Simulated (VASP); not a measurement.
Cd, 2 atoms in the cell. The structure is hexagonal, space group P6_3/mmc (No. 194). The conventional cell has a = 2.979 Å, b = 2.979 Å, c = 5.618 Å, α = 90.00°, β = 90.00°, γ = 120.00°. Cd (site symmetry -6m2) has 12 Cd at 2.98 to 3.29 Å within 3.9 Å. 

| Property | Result |
| --- | --- |
| Program | VASP 6.6.1 |
| Task | single point |
| Functional | RPBE |
| Potentials or basis | VASP PAW PBE potentials, release 64 (Cd) |
| Cutoff | 520 eV |
| k mesh | 10 × 10 × 5 |
| Occupations | gaussian, width 0.02 eV |
| Spin | no spin polarisation |
| Dipole correction | no |
| Further INCAR settings | ALGO = Fast; EDIFF = 1e-06; NBANDS = 19 |

Potentials or basis: VASP PAW PBE potentials, release 64 (Cd).

Launch:

```sh
$ cat potpaw_PBE.64/Cd/POTCAR > POTCAR
$ mpirun -np 1 vasp_std > vasp.out
```

Hardware: 1 thread of Intel(R) Xeon(R) 6975P-C (Granite Rapids) (shared host).

Problem. How long does it take, and how much memory?

Solution. It took 9.9 s on 1 thread of Intel(R) Xeon(R) 6975P-C (Granite Rapids) (shared host), peak memory 0.17 GiB. Counts: scf iterations 12, k points 42.
